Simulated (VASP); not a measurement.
Write the native input for VASP 6.6.1 that does the following.

- Task: single point
- Functional: PBE
- Potentials or basis: VASP PAW PBE potentials, release 64 (Al, N)
- Cutoff: 520 eV
- k mesh: 9 × 9 × 1
- Occupations: gaussian, width 0.1 eV
- Spin: no spin polarisation
- Dipole correction: yes
- Further INCAR settings: ALGO = Normal; EDIFF = 1e-07; NBANDS = 24

The structure of Al8N lies in POSCAR:

```
Al8N
1.0
    2.8543223330      0.0000000000      0.0000000000
   -1.4271611665      2.4719156510      0.0000000000
    0.0000000000      0.0000000000     33.4760593533
Al N
8 1
Direct
    0.3333333333      0.6666666667      0.1194883770
    0.0000000000      0.0000000000      0.1895622803
    0.6666666667      0.3333333333      0.2596361837
    0.0000000000      0.0000000000      0.3297100869
    0.3333333333      0.6666666667      0.3992195594
    0.0000000000      0.0000000000      0.4696536480
    0.6666666667      0.3333333333      0.5400996810
    0.0000000000      0.0000000000      0.6116627748
    0.7777777778     -0.7777777778      0.6507952183
```

The input as run:

INCAR

```
PREC     = Accurate       # precision mode
ENCUT    = 520            # plane-wave cutoff, eV
EDIFF    = 1E-7           # SCF threshold, eV
ISMEAR   = 0              # smearing method
SIGMA    = 0.1            # smearing width, eV
LREAL    = F              # projectors in reciprocal space
LASPH    = T              # aspherical terms in the spheres
NELM     = 60             # most SCF steps
ALGO     = Normal         # electronic algorithm
ISIF     = 2              # what is computed and relaxed
LWAVE    = F              # write WAVECAR
LCHARG   = T              # write CHGCAR
LDIPOL   = T            
IDIPOL   = 3            
DIPOL    = 0.5 0.5 0.397
GGA      = PE             # functional
LELF     = T              # ELF
LVHAR    = T            
LVACPOTAV= T            
NBANDS   = 24             # bands
```

KPOINTS

```
regular mesh
0
Gamma
  9 9 1
```

Potentials or basis: VASP PAW PBE potentials, release 64 (Al, N).

Command:

```bash
$ cat potpaw_PBE.64/Al/POTCAR potpaw_PBE.64/N/POTCAR > POTCAR
$ mpirun -np 1 vasp_std > vasp.out
```

Results of the run:

```yaml
Largest_force: 3.621 eV/Å
```

Run time: 7.7 min on 1 thread of AMD EPYC 7R43 64-Core Processor (Zen 3) (shared host), peak memory 0.36 GiB.
